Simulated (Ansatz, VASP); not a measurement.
**One calculation of Sb, two programs**

The input INCAR:

```
  PREC = Accurate
  ENCUT = 520
  EDIFF = 1E-6
  ISMEAR = -1
  SIGMA = 0.03
  LREAL = False
  LASPH = True
  NELM = 60
  ALGO = Normal
  ISIF = 2
  LWAVE = False
  LCHARG = False
  GGA = PS
  NBANDS = 8
```

KPOINTS

```
regular mesh
0
Gamma
  14 14 14
```

POSCAR

```
Sb
1.0
    0.0000000000      2.2819500000      2.3050000000
    2.2819500000      0.0000000000      2.3050000000
    2.2819500000      2.2819500000      0.0000000000
Sb
1
Direct
    0.0000000000      0.0000000000      0.0000000000
```

Input for Ansatz:

```yaml
crystal:
  lattice:
    - [0.0, 2.28195, 2.305]
    - [2.28195, 0.0, 2.305]
    - [2.28195, 2.28195, 0.0]
  atoms:
    - { symbol: Sb, position: [0.0, 0.0, 0.0] }
kpoints:
  mp_grid: { grid: [14, 14, 14] }
  band_path:
    path:
      - [0.0, 0.0, 0.0]
      - [0.0, 0.5, 0.5]
      - [0.25, 0.75, 0.5]
      - [0.0, 0.5, 0.0]
      - [0.0, 0.0, 0.0]
      - [0.5, 0.5, 0.0]
      - [0.3725125, 0.6274875, 0.0]
      - [-0.3725125, 0.3725125, 0.0]
      - [0.0, 0.0, 0.0]
    npoints: 5
scf:
  occupations: { method: fermi_dirac, width: 0.03 }
hamiltonian:
  xc: pbesol
  pseudopotentials: { kind: all_electron, lapw: { basis_error: 0.00025 } }
output:
  forces: true
  stress: true
  eigenvalues: true
```

Change from the starting cell: equal xx and yy strain of -1 %.

Alike in both runs: task single point; functional PBEsol; k mesh 14 × 14 × 14; occupations fermi-dirac, width 0.03 eV; no spin polarisation.

|  | VASP | Ansatz |
| --- | --- | --- |
| version | VASP 6.6.1 | Ansatz 0.2.0 |
| potentials or method | VASP PAW PBE potentials, release 64 (Sb), cutoff 520 eV | all-electron LAPW, scalar-relativistic |

Ansatz gave:

```
pressure (GPa)                                                : 7.0
traceless stress, the component that is largest in VASP (GPa) : 0.78
```

Question: Which values does VASP return?

Answer: Pressure (GPa): 7.1; traceless stress, the component that is largest in VASP (GPa): 0.78.

VASP's potentials were made for PBE, not for PBEsol. Ansatz ran all-electron here, and VASP with PAW potentials.

Spin-orbit coupling is off throughout.
